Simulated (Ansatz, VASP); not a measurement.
# Two plane-wave programs on As

```
As
1.0
     0.00000    2.18198    2.18198
     2.18198    0.00000    2.18198
     2.18198    2.18198    0.00000
As
1
Direct
  0.00000 0.00000 0.00000
```

Alike in both runs: task single point; functional r2SCAN; k mesh 8 × 8 × 8; occupations gaussian, width 0.1 eV; no spin polarisation.

|  | VASP | Ansatz |
| --- | --- | --- |
| version | VASP 6.6.1 | Ansatz 0.2.0 |
| potentials or method | VASP PAW PBE potentials, release 64 (As), cutoff 550 eV | scalar-relativistic, plane waves, PAW |
| valence electrons in the cell | 5 | 15 |

Ansatz gave:

| Property | Result |
| --- | --- |
| gap on the k mesh at the Fermi level (eV) | none |
| pressure (GPa) | -5.7 |

Q: Estimate VASP's values.

A: gap on the k mesh at the Fermi level (eV): none; pressure (GPa): -5.8.

VASP's potentials were made for PBE, not for r2SCAN. A gap of «none» marks a metal or a gap that the smearing closes. VASP's potentials hold 5 valence electrons a cell and Ansatz's 15, so a difference there can come from the potentials and not from the codes.
